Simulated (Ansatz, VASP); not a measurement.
## Two plane-wave programs on AgCl

```
Ag Cl
1.0
     3.39559    0.00000    0.00000
     0.00000    3.39559    0.00000
     0.00000    0.00000    3.39559
Ag Cl
1 1
Direct
  0.00000 0.00000 0.00000
  0.50000 0.50000 0.50000
```

Alike in both runs: task single point; functional PBE-based screened hybrid; k mesh 4 × 4 × 4; no spin polarisation.

|  | VASP | Ansatz |
| --- | --- | --- |
| version | VASP 6.6.1 | Ansatz 0.2.0 |
| potentials or method | VASP PAW PBE potentials, release 64 (Ag, Cl) | plane waves |
| plane-wave cutoff (eV) | 520 | 420 |
| occupations | gaussian, width 0.01 eV | fixed |
| valence electrons in the cell | 18 | 26 |

```csv
,VASP,Ansatz,Ansatz less VASP
gap on the k mesh at the Fermi level (eV),3.19,3.24,+0.051
pressure (GPa),1.4,1.5,+0.11
```

VASP's potentials were made for PBE, not for PBE-based screened hybrid. VASP's potentials hold 18 valence electrons a cell and Ansatz's 26, so a difference there can come from the potentials and not from the codes. Ansatz's warnings: stress exchange threshold loose, stress scf threshold loose.

The k mesh is coarse, so the values compare programs but aren't converged.
